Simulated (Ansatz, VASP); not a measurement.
**Two plane-wave programs on LiH**

```
Li H
1.0
     3.24541    0.00000    0.00000
    -1.62271    2.81963    0.00000
     0.00000    0.00000    4.06844
Li H
2 2
Direct
  0.33342 0.66684 0.93750
  0.66658 0.33316 0.43750
  0.33365 0.66730 0.43750
  0.66635 0.33270 0.93750
```

Change from the starting cell: uniaxial_x strain -0.3%.

Alike in both runs: task single point; functional PBE; k mesh 12 × 12 × 6; occupations fermi-dirac, width 0.02 eV; no spin polarisation.

```csv
,VASP,Ansatz
version,VASP 6.6.1,Ansatz 0.2.0
potentials or method,"VASP PAW PBE potentials, release 64 (Li_sv, H)","plane waves, PAW"
plane-wave cutoff (eV),520,420
valence electrons in the cell,8,8
```

|  | VASP | Ansatz | Ansatz less VASP |
| --- | --- | --- | --- |
| gap on the k mesh at the Fermi level (eV) | 1.84 | 1.84 | +0.007 |

The functional is the same, so the differences come from potentials, cutoffs and numerics.

Noted on VASP's run: the cutoff is short for stress, so the pressure is rough.
